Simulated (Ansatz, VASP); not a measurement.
KMgI3: VASP beside Ansatz

Contents of POSCAR:

```
KMgI3
1.0
    5.8138566058      0.0145346415      0.0000000000
    0.0145346415      5.8138566058      0.0000000000
    0.0000000000      0.0000000000      5.8138566058
K Mg I
1 1 3
Direct
    0.0000000000      0.0000000000      0.0000000000
    0.5000000000      0.5000000000      0.5000000000
    0.5000000000      0.5000000000      0.0000000000
    0.5000000000      0.0000000000      0.5000000000
    0.0000000000      0.5000000000      0.5000000000
```

File INCAR.step1:

```
SYSTEM = KMgI3
  PREC = Accurate
  ENCUT = 520
  ISMEAR = 0
  SIGMA = 0.01
  LREAL = .FALSE.
  LASPH = .TRUE.
  NELM = 100
  NBANDS = 24
  GGA = PE
  ALGO = Normal
  EDIFF = 1E-4
  LWAVE = .TRUE.
  LCHARG = .FALSE.
```

File INCAR.step2:

```
SYSTEM = KMgI3
  PREC = Accurate
  ENCUT = 520
  EDIFF = 1E-6
  ISMEAR = 0
  SIGMA = 0.01
  LREAL = .FALSE.
  LASPH = .TRUE.
  NELM = 100
  ALGO = Normal
  ISIF = 2
  LWAVE = .FALSE.
  LCHARG = .FALSE.
  METAGGA = R2SCAN
  LMIXTAU = .TRUE.
  NBANDS = 24
  ISTART = 1
```

The input KPOINTS:

```
regular mesh
0
G
  4 4 4
  0 0 0
```

Input for Ansatz:

```yaml
crystal:
  lattice:
    - [5.8138566058, 0.0145346415, 0.0]
    - [0.0145346415, 5.8138566058, 0.0]
    - [0.0, 0.0, 5.8138566058]
  atoms:
    - { symbol: K, position: [0.0, 0.0, 0.0] }
    - { symbol: Mg, position: [0.5, 0.5, 0.5] }
    - { symbol: I, position: [0.5, 0.5, 0.0] }
    - { symbol: I, position: [0.5, 0.0, 0.5] }
    - { symbol: I, position: [0.0, 0.5, 0.5] }
kpoints:
  mp_grid: { grid: [4, 4, 4] }
  band_path:
    path: [[0.0, 0.0, 0.0], [0.0, 0.5, 0.0], [0.5, 0.5, 0.0], [0.5, 0.5, 0.5]]
    npoints: 1
hamiltonian:
  xc: r2scan
scf:
  occupations: { method: fixed }
  n_extra_bands: 5
output:
  forces: true
  stress: true
  eigenvalues: true
```

Change from the starting cell: shear_xy strain +0.5%.

Alike in both runs: task single point; functional r2SCAN; k mesh 4 × 4 × 4; no spin polarisation.

```csv
,VASP,Ansatz
version,VASP 6.6.1,Ansatz 0.2.0
potentials or method,"VASP PAW PBE potentials, release 64 (K_sv, Mg, I)","plane waves, PAW"
plane-wave cutoff (eV),520,500
occupations,"gaussian, width 0.01 eV",fixed
valence electrons in the cell,32,70
```

VASP gave:

| Quantity | Value |
| --- | --- |
| gap on the k mesh at the Fermi level (eV) | 1.83 |
| pressure (GPa) | -0.1 |
| traceless stress, the component that is largest in VASP (GPa) | -0.06 |

Q: What did Ansatz give for the same quantities?

A: gap on the k mesh at the Fermi level (eV): 1.87; pressure (GPa): 0.0; traceless stress, the component that is largest in VASP (GPa): -0.06.

VASP's potentials were made for PBE, not for r2SCAN. VASP's potentials hold 32 valence electrons a cell and Ansatz's 70, so a difference there can come from the potentials and not from the codes.

Neither program's run includes spin-orbit coupling.
